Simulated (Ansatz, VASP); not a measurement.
One calculation of Al, two programs

File INCAR:

```
ALGO = Fast ; EDIFF = 1E-6
ENCUT = 520 ; GGA = PE
ISIF = 2 ; ISMEAR = 0
IVDW = 12 ; LASPH = T
LCHARG = T ; LELF = T
LREAL = F ; LVHAR = T
LWAVE = F ; NBANDS = 14
NELM = 100 ; PREC = Accurate
SIGMA = 0.15
```

KPOINTS

```
k-points
0
Gamma
  18 18 4
```

The input POSCAR:

```
Al
1.0
    2.8144222650      0.0000000000      0.0000000000
   -1.4072111325      2.4373611785      0.0000000000
    0.0000000000      0.0000000000      9.2410470710
Al
4
Direct
    0.0000000000      0.0000000000      0.0000000000
    0.3046137490      0.6092274979      0.2197004032
    0.0000000000      0.0000000000      0.5000000000
    0.6666666667      0.3333333333      0.7500000000
```

Input for Ansatz:

```yaml
crystal:
  lattice:
    - [2.814422265, 0.0, 0.0]
    - [-1.4072111325, 2.4373611785, 0.0]
    - [0.0, 0.0, 9.241047071]
  atoms:
    - { symbol: Al, position: [0.0, 0.0, 0.0] }
    - { symbol: Al, position: [0.304613749, 0.6092274979, 0.2197004032] }
    - { symbol: Al, position: [0.0, 0.0, 0.5] }
    - { symbol: Al, position: [0.6666666667, 0.3333333333, 0.75] }
basis:
  ecutwfc: 420
kpoints:
  mp_grid: { grid: [18, 18, 4] }
hamiltonian:
  xc: pbe
  pseudopotentials: { kind: paw, azcp: { folder: soft_1 } }
  dispersion: d3bj
scf:
  occupations: { method: gaussian, width: 0.15 }
output:
  forces: true
  stress: true
  eigenvalues: true
```

Alike in both runs: task single point; functional PBE; dispersion D3(BJ); k mesh 18 × 18 × 4; occupations gaussian, width 0.15 eV; no spin polarisation.

```csv
,VASP,Ansatz
version,VASP 6.6.1,Ansatz 0.2.0
potentials or method,"VASP PAW PBE potentials, release 64 (Al), cutoff 520 eV","scalar-relativistic, plane waves, PAW"
valence electrons in the cell,12,12
```

|  | VASP | Ansatz | Ansatz less VASP |
| --- | --- | --- | --- |
| gap on the k mesh at the Fermi level (eV) | none | none | - |
| pressure (GPa) | 2.0 | 2.0 | 0.00 |
| traceless stress, the component that is largest in VASP (GPa) | 1.78 | 1.77 | -0.008 |
| rms of the force components (eV/Å) | 0.662 | 0.661 | -0.0004 |

Atom by atom the forces differ by 0.000 eV/Å (rms over components). A gap of «none» marks a metal or a gap that the smearing closes.
